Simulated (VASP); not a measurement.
The system is NiO.

```
CELL_PARAMETERS angstrom
0.00000 2.09131 2.09131
2.09131 0.00000 2.09131
4.18262 4.18262 0.00000
ATOMIC_POSITIONS crystal
Ni 0.00000 0.00000 0.00000
Ni 0.00000 0.00000 0.50000
O 0.50000 0.50000 0.25000
O 0.50000 0.50000 0.75000
```

Base run:

```yaml
Program: VASP 6.6.1
Functional: LDA
Potentials_or_basis: VASP PAW LDA potentials, release 64 (Ni, O)
Cutoff: 520 eV
k_mesh: 8 × 8 × 8
Occupations: gaussian, width 0.05 eV
Spin: no spin polarisation
Hubbard_terms: Ni d U = 4.0 eV
```

Its results: band gap on the k mesh zero (band 16 reaches 7.25 eV, above the bottom of band 17 at 6.77 eV); pressure -26.7 GPa.

The run is repeated on the same cell with these changes: potentials or basis from VASP PAW LDA potentials, release 64 (Ni, O) to VASP PAW LDA potentials, release 64 (Ni_sv_GW, O); cutoff from 520 eV to 600 eV; further incar settings from ALGO = Normal; EDIFF = 1e-07; NBANDS = 24 to ALGO = Normal; EDIFF = 1e-06; NBANDS = 32; valence electrons from 32 to 48. What comes out?

Band gap on the k mesh zero (band 24 reaches 6.59 eV, above the bottom of band 25 at 6.11 eV); pressure -23.6 GPa.

Caveats: the run has no spin polarisation, though such a crystal can be magnetic; U without spin polarisation on a metal has little footing.
